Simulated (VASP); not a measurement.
# Al (R-3m) in VASP: notebook, part 3 of 3

VASP 6.6.1. Earlier steps stand in the parts before.

### Step 5. Single point, PBEsol

This run uses another cell than the first one, of 17.53 Å³/atom, 0.756 times its volume.

File INCAR:

```
SYSTEM = Al
ALGO = Normal
EDIFF = 1E-7
ENCUT = 520
GGA = PS
ISIF = 2
ISMEAR = 0
LASPH = .TRUE.
LCHARG = .TRUE.
LELF = .TRUE.
LREAL = .FALSE.
LVHAR = .TRUE.
LWAVE = .FALSE.
NBANDS = 30
NELM = 100
PREC = Accurate
SIGMA = 0.1
```

File KPOINTS:

```
k-points
0
G
  3 3 3
  0 0 0
```

File POSCAR:

```
Al
1.0
    3.2899836489      1.8994729454      5.6107452276
   -3.2899836489      1.8994729454      5.6107452276
    0.0000000000     -3.7989458906      5.6107452276
Al
12
Direct
    0.0101900000      0.6536100000      0.0101900000
    0.0101900000      0.0101900000      0.6536100000
    0.6536100000      0.0101900000      0.0101900000
    0.9898100000      0.3463900000      0.9898100000
    0.3463900000      0.9898100000      0.9898100000
    0.9898100000      0.9898100000      0.3463900000
    0.2211800000      0.6306000000      0.2211800000
    0.2211800000      0.2211800000      0.6306000000
    0.6306000000      0.2211800000      0.2211800000
    0.7788200000      0.3694000000      0.7788200000
    0.3694000000      0.7788200000      0.7788200000
    0.7788200000      0.7788200000      0.3694000000
```

Potentials or basis: VASP PAW PBE potentials, release 64 (Al).

Run with:

```bash
$ cat potpaw_PBE.64/Al/POTCAR > POTCAR
$ mpirun -np 1 vasp_std > vasp.out
```

OUTCAR:

```text
SYSTEM = Al
   EDIFF = 1E-7
   ENCUT = 520
   GGA = PS
   ISIF = 2
   ISMEAR = 0
   LASPH = .TRUE.
   LREAL = .FALSE.
   NELM = 100
   PREC = Accurate

 ion  position               nearest neighbor table
   1  0.010  0.654  0.010-   4 2.24   3 2.35   2 2.35   7 2.41  12 2.42  11 2.42
   2  0.010  0.010  0.654-   6 2.24   3 2.35   1 2.35   8 2.41  10 2.42  11 2.42
   3  0.654  0.010  0.010-   5 2.24   1 2.35   2 2.35   9 2.41  12 2.42  10 2.42
   4  0.990  0.346  0.990-   1 2.24   5 2.35   6 2.35  10 2.41   8 2.42   9 2.42
   5  0.346  0.990  0.990-   3 2.24   4 2.35   6 2.35  11 2.41   8 2.42   7 2.42
   6  0.990  0.990  0.346-   2 2.24   4 2.35   5 2.35  12 2.41   9 2.42   7 2.42
   7  0.221  0.631  0.221-  11 2.39  12 2.39   1 2.41   6 2.42   5 2.42   9 2.69   8 2.69
   8  0.221  0.221  0.631-  10 2.39  11 2.39   2 2.41   4 2.42   5 2.42   7 2.69   9 2.69
   9  0.631  0.221  0.221-  10 2.39  12 2.39   3 2.41   6 2.42   4 2.42   7 2.69   8 2.69
  10  0.779  0.369  0.779-   9 2.39   8 2.39   4 2.41   2 2.42   3 2.42  11 2.69  12 2.69
  11  0.369  0.779  0.779-   7 2.39   8 2.39   5 2.41   2 2.42   1 2.42  10 2.69  12 2.69
  12  0.779  0.779  0.369-   7 2.39   9 2.39   6 2.41   3 2.42   1 2.42  10 2.69  11 2.69

  LATTYP: Found a trigonal (rhomboedric) cell.
[... 391 lines left out ...]

  FORCE on cell =-STRESS in cart. coord.  units (eV):
  Direction    XX          YY          ZZ          XY          YZ          ZX
  --------------------------------------------------------------------------------------
  -------------------------------------------------------------------------------------
  Total       39.0692520     39.0692520     51.3458477      0.0000000      0.0000000     -0.0000000
  in kB      297.5411434    297.5411434    391.0364667      0.0000000      0.0000000     -0.0000000
  external PRESSURE =     328.7062512 kB  Pullay stress =       0.0000000 kB

 VOLUME and BASIS-vectors are now :
 -----------------------------------------------------------------------------
  energy-cutoff  :      520.00
  volume of cell :      210.38
      direct lattice vectors                 reciprocal lattice vectors
     3.289983649  1.899472945  5.610745228     0.151976439  0.087743638  0.059409815
    -3.289983649  1.899472945  5.610745228    -0.151976439  0.087743638  0.059409815
     0.000000000 -3.798945891  5.610745228     0.000000000 -0.175487276  0.059409815

 POSITION                                       TOTAL-FORCE (eV/Angst)
 -----------------------------------------------------------------------------------
     -2.11684      1.22216      3.78159         1.180780     -0.681723     -0.053436
      0.00000     -2.44432      3.78159         0.000000      1.363447     -0.053436
      2.11684      1.22216      3.78159        -1.180780     -0.681723     -0.053436
      2.11684     -1.22216     13.05065        -1.180780      0.681723      0.053436
     -2.11684     -1.22216     13.05065         1.180780      0.681723      0.053436
      0.00000      2.44432     13.05065         0.000000     -1.363447      0.053436
     -1.34699      0.77768      6.02011         2.707358     -1.563094      0.874671
      0.00000     -1.55536      6.02011         0.000000      3.126188      0.874671
      1.34699      0.77768      6.02011        -2.707358     -1.563094      0.874671
      1.34699     -0.77768     10.81213        -2.707358      1.563094     -0.874671
     -1.34699     -0.77768     10.81213         2.707358      1.563094     -0.874671
      0.00000      1.55536     10.81213         0.000000     -3.126188     -0.874671
 -----------------------------------------------------------------------------------
    total drift:                               -0.000000     -0.000000      0.000000

  FREE ENERGIE OF THE ION-ELECTRON SYSTEM (eV)
  ---------------------------------------------------
  free  energy   TOTEN  =       -38.5826260212 eV

  energy  without entropy=      -38.5687836056  energy(sigma->0) =      -38.57570481
```

OSZICAR:

```text
N       E                     dE             d eps       ncg     rms          rms(c)
DAV:   1     0.582534395364E+02    0.58253E+02   -0.12586E+04   360   0.960E+02
DAV:   2    -0.373243416890E+02   -0.95578E+02   -0.90923E+02   434   0.137E+02
DAV:   3    -0.418403779106E+02   -0.45160E+01   -0.44191E+01   488   0.262E+01
DAV:   4    -0.419315240182E+02   -0.91146E-01   -0.91049E-01   512   0.442E+00
DAV:   5    -0.419329745538E+02   -0.14505E-02   -0.14505E-02   472   0.539E-01    0.884E+00
DAV:   6    -0.389700380688E+02    0.29629E+01   -0.50444E+00   422   0.807E+00    0.465E+00
DAV:   7    -0.386149492351E+02    0.35509E+00   -0.16596E+00   472   0.446E+00    0.158E+00
DAV:   8    -0.385891272822E+02    0.25822E-01   -0.29350E-01   410   0.213E+00    0.453E-01
DAV:   9    -0.385822098395E+02    0.69174E-02   -0.43987E-02   458   0.849E-01    0.309E-01
DAV:  10    -0.385828485731E+02   -0.63873E-03   -0.43358E-03   432   0.264E-01    0.193E-01
DAV:  11    -0.385826424017E+02    0.20617E-03   -0.19167E-03   428   0.167E-01    0.367E-02
DAV:  12    -0.385826253917E+02    0.17010E-04   -0.24289E-04   414   0.672E-02    0.399E-02
DAV:  13    -0.385826284494E+02   -0.30577E-05   -0.10671E-05   450   0.137E-02    0.140E-02
DAV:  14    -0.385826261223E+02    0.23271E-05   -0.52664E-06   414   0.857E-03    0.476E-03
DAV:  15    -0.385826259936E+02    0.12867E-06   -0.13342E-06   468   0.433E-03    0.249E-03
DAV:  16    -0.385826260212E+02   -0.27593E-07   -0.12245E-07   348   0.155E-03
   1 F= -.38582626E+02 E0= -.38575705E+02  d E =-.138424E-01
```

Run time: 33 s. Hardware: 1 thread of Intel Xeon 6975P-C (Granite Rapids), shared host; peak memory 0.33 GiB.

Results:

- Free energy: -38.5826 eV
- Pressure: 32.9 GPa
- Largest force: 3.246 eV/Å
- Band gap on the k mesh: zero (band 18 reaches 7.09 eV, above the bottom of band 19 at 6.52 eV)

Forces in eV/Å, atoms in the order of the input:
```
Al   1.181 -0.682 -0.053
Al   0.000  1.363 -0.053
Al  -1.181 -0.682 -0.053
Al  -1.181  0.682  0.053
Al   1.181  0.682  0.053
Al   0.000 -1.363  0.053
Al   2.707 -1.563  0.875
Al   0.000  3.126  0.875
Al  -2.707 -1.563  0.875
Al  -2.707  1.563 -0.875
Al   2.707  1.563 -0.875
Al   0.000 -3.126 -0.875
```

Caveat: the k points lie up to 0.39 Å⁻¹ apart; the PAW data sets were made with another functional, which shifts forces and pressure a little.

### Step 6. Summary

| task | cell | k mesh | cutoff (eV) | gap on the mesh (eV) | pressure (GPa) | largest force (eV/Å) |
| --- | --- | --- | --- | --- | --- | --- |
| single point | a = 7.632 Å, angles 55.1°, 12 atoms | 9 × 9 × 9 | 520 | none | 0.1 | 0.01 |
| single point | a = 7.648 Å, angles 54.7°, 12 atoms | 3 × 3 × 3 | 520 | none | 0.0 | 0.03 |
| relaxation of cell and atoms | relaxed from a = 6.776 Å, angles 58.1°, 12 atoms | 3 × 3 × 3 | 600 | none | -0.1 | 0.02 |
| single point | a = 6.776 Å, angles 58.1°, 12 atoms | 3 × 3 × 3 | 520 | none | 32.9 | 3.25 |

Alike in all rows: level PBEsol; potentials or basis VASP PAW PBE potentials, release 64 (Al); no spin polarisation; smearing gaussian 0.1 eV.

Caveats: some runs use coarse meshes; the PAW data sets were made with another functional, which shifts forces and pressure a little; the volume moved by over 15 % at a fixed basis, so the end points are rough (some runs).

Total energies depend on the potentials used, so only differences within one code and one set of settings carry meaning.
